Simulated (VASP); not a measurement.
Ta, 1 atom in the cell. Symmetry: Im-3m, No. 229, cubic system. Conventional cell: a = 3.310 Å, b = 3.310 Å, c = 3.310 Å, α = 90.00°, β = 90.00°, γ = 90.00°. Ta (site symmetry m-3m) has 14 Ta at 2.87 to 3.31 Å within 3.8 Å. 

- Program: VASP 6.6.1
- Task: relaxation of cell and atoms
- Functional: PBE
- Potentials or basis: VASP PAW PBE potentials, release 64 (Ta_pv)
- Cutoff: 600 eV
- k mesh: 18 × 18 × 18
- Occupations: gaussian, width 0.1 eV
- Spin: no spin polarisation
- Dipole correction: no
- Further INCAR settings: ALGO = Normal; EDIFF = 1e-06; IBRION = 2; EDIFFG = -0.005; NSW = 100; ISIF = 3

Potentials or basis: VASP PAW PBE potentials, release 64 (Ta_pv).

The run is started by

```console
$ cat potpaw_PBE.64/Ta_pv/POTCAR > POTCAR
$ mpirun -np 1 vasp_std > vasp.out
```

Hardware: 1 thread of Intel Xeon 8259CL, with other jobs on the host.

Estimate the wall time of this run.

It took 65 s on 1 thread of Intel Xeon 8259CL (shared host), peak memory 0.18 GiB. Counts: scf iterations 23, k points 195, ion steps 3.
